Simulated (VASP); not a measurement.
Write the native input for VASP 6.6.1 that does the following.

| Property | Result |
| --- | --- |
| Task | relaxation of cell and atoms |
| Functional | PBE |
| Potentials or basis | VASP PAW PBE potentials, release 64 (Mg, Sn_d, O) |
| Cutoff | 600 eV |
| k mesh | 4 × 4 × 4 |
| Occupations | gaussian, width 0.1 eV |
| Spin | no spin polarisation |
| Dipole correction | no |
| Further INCAR settings | ALGO = Normal; EDIFF = 1e-06; IBRION = 2; EDIFFG = -0.04; NSW = 90; ISIF = 3 |

The structure of MgSn2O3 lies in POSCAR:

```
MgSn2O3
1.0
    4.3126122200      0.0000000000      0.0000000000
    0.0000000000      4.3126122200      0.0000000000
    0.0000000000      0.0000000000      6.1414808200
Mg Sn O
1 2 3
Direct
    0.0000000000      0.0000000000      0.5000000000
    0.0000000000      0.5000000000      0.2679100000
    0.5000000000      0.0000000000      0.7320900000
    0.5000000000      0.5000000000      0.0000000000
    0.0000000000      0.0000000000      0.0000000000
    0.5000000000      0.5000000000      0.5000000000
```

The cell was generated, and may not be a known phase.

These files were run (other wordings do the same):

INCAR

```
SYSTEM = MgSn2O3
ALGO = Normal
EDIFF = 1E-6
EDIFFG = -0.04
ENCUT = 600
GGA = PE
IBRION = 2
ISIF = 3
ISMEAR = 0
LASPH = .TRUE.
LCHARG = .FALSE.
LREAL = .FALSE.
LWAVE = .FALSE.
NELM = 100
NSW = 90
PREC = Accurate
SIGMA = 0.1
```

KPOINTS

```
k-points
0
G
  4 4 4
  0 0 0
```

Potentials or basis: VASP PAW PBE potentials, release 64 (Mg, Sn_d, O).

Command:

```sh
$ cat potpaw_PBE.64/Mg/POTCAR potpaw_PBE.64/Sn_d/POTCAR potpaw_PBE.64/O/POTCAR > POTCAR
$ mpirun -np 1 vasp_std > vasp.out
```

Results of the run:

The relaxed volume is 17.02 Å³/atom and the relaxed cell is a = 3.551 Å, b = 3.551 Å, c = 8.101 Å, α = 90.00°, β = 90.00°, γ = 90.00°. The space group after relaxing (to 0.1 Å) is P-4m2 (No. 115). The energy gained by relaxing is 1128.2 meV/atom and the ionic steps are 21. The pressure after relaxing is 0.0 GPa, the largest force after relaxing is 0.036 eV/Å and the band gap on the k mesh is zero (bands 24 and 25 overlap by 0.06 eV).

Caveat: the k points lie up to 0.44 Å⁻¹ apart in the final cell; semilocal functionals underestimate gaps, and a narrow one can read as zero; a cell axis changed by over 15 % at a fixed basis, so the end point is rough; spin-orbit coupling is left out, which moves the levels of the heavy elements.

Run time: 9.4 min on 1 thread of AMD EPYC 9R45 96-Core Processor (Zen 5), with other jobs on the host, peak memory 0.27 GiB.
